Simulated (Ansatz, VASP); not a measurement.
SiO2 in VASP and in Ansatz

```xyz
12
Lattice="5.0837 0.0000 0.0000 0.0000 5.0837 0.0000 0.0000 0.0000 7.1009" Properties=species:S:1:pos:R:3 pbc="T T T"
Si    1.4939    1.4939    0.0000
Si    1.0480    4.0357    1.7752
Si    3.5898    3.5898    3.5504
Si    4.0357    1.0480    5.3257
O     1.2261    0.4751    1.2372
O     2.0668    3.7679    3.0124
O     3.8576    4.6086    4.7876
O     3.0169    1.3158    6.5628
O     3.7679    2.0668    4.0885
O     4.6086    3.8576    2.3133
O     1.3158    3.0169    0.5381
O     0.4751    1.2261    5.8637
```

Alike in both runs: functional PBE; k mesh 6 × 6 × 4; occupations gaussian, width 0.02 eV; no spin polarisation.

Ansatz relaxed the structure, and its values are those at the end. VASP's run is a single point on that final structure, the one shown.

|  | VASP | Ansatz |
| --- | --- | --- |
| version | VASP 6.6.1 | Ansatz 0.2.0 |
| potentials or method | VASP PAW PBE potentials, release 64 (Si, O), cutoff 520 eV | scalar-relativistic, plane waves, PAW |
| valence electrons in the cell | 64 | 64 |

Ansatz gave:

* gap on the k mesh at the Fermi level (eV): 5.51
* least direct gap on the mesh (eV): 5.51
* pressure (GPa): 0.0
* rms of the force components (eV/Å): 0.002

Task: Which values does VASP return?

Result: gap on the k mesh at the Fermi level (eV): 5.51; least direct gap on the mesh (eV): 5.51; pressure (GPa): 0.1; rms of the force components (eV/Å): 0.008.
